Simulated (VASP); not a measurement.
# In (I4/mmm) in VASP: single point with LDA

Aim: the single point of In with LDA.

Program: VASP 6.6.1. These are calculated values, not measurements. Logs are shortened: lines on timing, memory, paths and dates and some standing lists are left out, and cuts for length are marked.

### Step 1. The cell of the first run

The structure is tetragonal, space group I4/mmm (No. 139). Conventional cell: a = 3.295 Å, b = 3.295 Å, c = 5.013 Å, α = 90.00°, β = 90.00°, γ = 90.00°. In (site symmetry 4/mmm) has 12 In at 3.30 to 3.42 Å within 4.3 Å.

### Step 2. Single point, LDA (27.21 Å³/atom)

Contents of INCAR:

```
PREC = Accurate ; ENCUT = 520
EDIFF = 1E-7 ; ISMEAR = -1
SIGMA = 0.05 ; LREAL = False
LASPH = True ; NELM = 100
ALGO = Normal ; ISIF = 2
LWAVE = False ; LCHARG = False
NBANDS = 12
```

Contents of KPOINTS:

```
regular mesh
0
Gamma
  14 14 14
```

Contents of POSCAR:

```
In
1.0
   -1.6475491645      1.6475491645      2.5065057071
    1.6475491645     -1.6475491645      2.5065057071
    1.6475491645      1.6475491645     -2.5065057071
In
1
Direct
    0.0000000000      0.0000000000      0.0000000000
```

Potentials or basis: VASP PAW LDA potentials, release 64 (In_d).

Launch:

```bash
cat potpaw_LDA.64/In_d/POTCAR > POTCAR
mpirun -np 1 vasp_std > vasp.out
```

OUTCAR:

```text
PREC = Accurate
   ENCUT = 520
   EDIFF = 1E-7
   ISMEAR = -1
   LREAL = False
   LASPH = True
   NELM = 100
   ISIF = 2

 ion  position               nearest neighbor table
   1  0.000  0.000  0.000-

  LATTYP: Found a body centered tetragonal cell.
 ALAT       =     3.2950983290
 C/A-ratio  =     1.5213541187

  Lattice vectors:

 A1 = (  -1.6475491645,   1.6475491645,   2.5065057071)
 A2 = (   1.6475491645,  -1.6475491645,   2.5065057071)
 A3 = (   1.6475491645,   1.6475491645,  -2.5065057071)

Analysis of symmetry for initial positions (statically):
=====================================================================
 Subroutine PRICEL returns:
 Original cell was already a primitive cell.

 Routine SETGRP: Setting up the symmetry group for a
 body centered tetragonal supercell.

 Subroutine GETGRP returns: Found 16 space group operations
 (whereof 16 operations were pure point group operations)
 out of a pool of 16 trial point group operations.

The static configuration has the point symmetry D_4h.

Analysis of symmetry for dynamics (positions and initial velocities):
=====================================================================
 Subroutine PRICEL returns:
 Original cell was already a primitive cell.

 Routine SETGRP: Setting up the symmetry group for a
 body centered tetragonal supercell.

 Subroutine GETGRP returns: Found 16 space group operations
 (whereof 16 operations were pure point group operations)
 out of a pool of 16 trial point group operations.

The dynamic configuration has the point symmetry D_4h.

 Subroutine INISYM returns: Found 16 space group operations
 (whereof 16 operations are pure point group operations),
 and found     1 'primitive' translations

----------------------------------------------------------------------------------------

                                     Primitive cell

  volume of cell :      27.2148

  direct lattice vectors                    reciprocal lattice vectors
    -1.647549164  1.647549164  2.506505707     0.000000000  0.303481080  0.199480894
     1.647549164 -1.647549164  2.506505707     0.303481080  0.000000000  0.199480894
     1.647549164  1.647549164 -2.506505707     0.303481080  0.303481080  0.000000000

  length of vectors
     3.422193355  3.422193355  3.422193355     0.363171300  0.363171300  0.429187059

  position of ions in fractional coordinates (direct lattice)
     0.000000000  0.000000000  0.000000000

[... 75 lines left out ...]
   EDIFF  = 0.1E-06   stopping-criterion for ELM
   LREAL  =      F    real-space projection
   EDIFFG = 0.1E-05   stopping-criterion for IOM
   NSW    =      0    number of steps for IOM
   IBRION =     -1    ionic relax: 0-MD 1-quasi-New 2-CG
   NFREE  =      0    steps in history (QN), initial steepest desc. (CG)
   ISIF   =      2    stress and relaxation
   ISYM   =      2    0-nonsym 1-usesym 2-fastsym
   POTIM  = 0.5000    time-step for ionic-motion
   TEBEG  =    0.0;   TEEND  =   0.0 temperature during run
   PSTRESS=    0.0 pullay stress
   NELECT =      13.0000    total number of electrons
   NUPDOWN=      -1.0000    fix difference up-down
   EMIN   =  10.00;   EMAX   =-10.00  energy-range for DOS
   EFERMI =   0.00;   METHOD = LEGACY
   ISMEAR =    -1;   SIGMA  =   0.05  broadening in eV -4-tet -1-fermi 0-gaus
   EFERMI_NEDOS =   21; number of points for ismear=-14 and -15
   IALGO  =     38    algorithm
   IMIX   =      4    mixing-type and parameters
     AMIX     =   0.40;   BMIX     =  1.00
     AMIX_MAG =   1.60;   BMIX_MAG =  1.00
  volume/ion in A,a.u.               =      27.21       183.65
  Fermi-wavevector in a.u.,A,eV,Ry     =   1.279737  2.418353 22.282633  1.637727
  Thomas-Fermi vector in A             =   2.412205
   LORBIT       =      0    0 simple, 1 ext, 2 COOP (PROOUT), +10 PAW based schemes
   GGA     = CA    functional components
   LHFCALC =     F    Hartree Fock is set to
   AEXX    =    0.0000 exact exchange contribution
   IVDW    =     0    specifies the selected vdW correction
   LEPSILON=     F    determine dielectric tensor
   LRPA    =     F    only Hartree local field effects (RPA)
 non-spin polarized calculation
  energy-cutoff  :      520.00
  volume of cell :       27.21
 maximum number of plane-waves:       752
 NGX is ok and might be reduce to    28
   NGX = 13   NGY = 13   NGZ = 13

 number of electron      12.9999998 magnetization

 Free energy of the ion-electron system (eV)
  ---------------------------------------------------
  ext. energy  EPLUGINS =         0.00000000
  ---------------------------------------------------
  free energy    TOTEN  =        -3.18687786 eV

  energy without entropy =       -3.18320971  energy(sigma->0) =       -3.18504379

 E-fermi :   6.7985     XC(G=0): -10.3406

 val. band max:        6.7539749171   @ k =   0.2857   0.1429   0.0714
 cond. band min:       6.8036209976   @ k =  -0.4286  -0.4286   0.2143
 fundamental gap:      0.0496460804
 Fermi energy:         6.7985129009

 k-point     1 :       0.0000    0.0000    0.0000
  band No.  band energies     occupation
      1      -7.8002      2.00000
      2      -7.7045      2.00000
      3      -7.7045      2.00000
      4      -7.6307      2.00000
      5      -7.5340      2.00000
      6      -2.5210      2.00000
      7      16.8431      0.00000
      8      16.8431      0.00000
      9      16.9795      0.00000
     10      18.3785      0.00000
     11      20.4454      0.00000
     12      20.5963      0.00000
[... 331 lines left out ...]
 k-point    24 :       0.2857    0.1429   -0.0000
  band No.  band energies     occupation
      1      -7.7423      2.00000
      2      -7.7202      2.00000
      3      -7.6603      2.00000
      4      -7.5457      2.00000
      5      -7.4965      2.00000
      6       0.2154      2.00000
      7       7.8130      0.00000
      8      11.8455      0.00000
      9      14.6324      0.00000
     10      17.5374      0.00000
     11      19.3480      0.00000
     12      20.8295      0.00000

 [... further k-points ...]
[... 5 lines left out ...]
  --------------------------------------------------------------------------------------
  -------------------------------------------------------------------------------------
  Total       -0.6945803     -0.6945803     -0.6316780      0.0000000      0.0000000      0.0000000
  in kB      -40.8909885    -40.8909885    -37.1878359      0.0000000      0.0000000      0.0000000
  external PRESSURE =     -39.6566043 kB  Pullay stress =       0.0000000 kB

 VOLUME and BASIS-vectors are now :
 -----------------------------------------------------------------------------
  energy-cutoff  :      520.00
  volume of cell :       27.21
      direct lattice vectors                 reciprocal lattice vectors
    -1.647549164  1.647549164  2.506505707     0.000000000  0.303481080  0.199480894
     1.647549164 -1.647549164  2.506505707     0.303481080  0.000000000  0.199480894
     1.647549164  1.647549164 -2.506505707     0.303481080  0.303481080  0.000000000

 POSITION                                       TOTAL-FORCE (eV/Angst)
 -----------------------------------------------------------------------------------
      0.00000      0.00000      0.00000        -0.000000      0.000000      0.000000
 -----------------------------------------------------------------------------------
    total drift:                               -0.000000     -0.000000     -0.000000

  FREE ENERGIE OF THE ION-ELECTRON SYSTEM (eV)
  ---------------------------------------------------
  free  energy   TOTEN  =        -3.1868778646 eV

  energy  without entropy=       -3.1832097114  energy(sigma->0) =       -3.18504379
```

Wall time 60 s (1 thread of Intel Xeon 6975P-C (Granite Rapids), shared host); peak memory 0.19 GiB.

Results:

```
Free energy            : -3.1869 eV
Pressure               : -4.0 GPa
Band gap on the k mesh : zero (an odd number of electrons rules out a gap without spin polarisation)
```

Stress tensor (GPa, compression positive):
```
-4.09  0.00  0.00
 0.00 -4.09  0.00
 0.00  0.00 -3.72
```

Caveat: the cell stands under tension; spin-orbit coupling is left out, which moves the levels of the heavy elements.
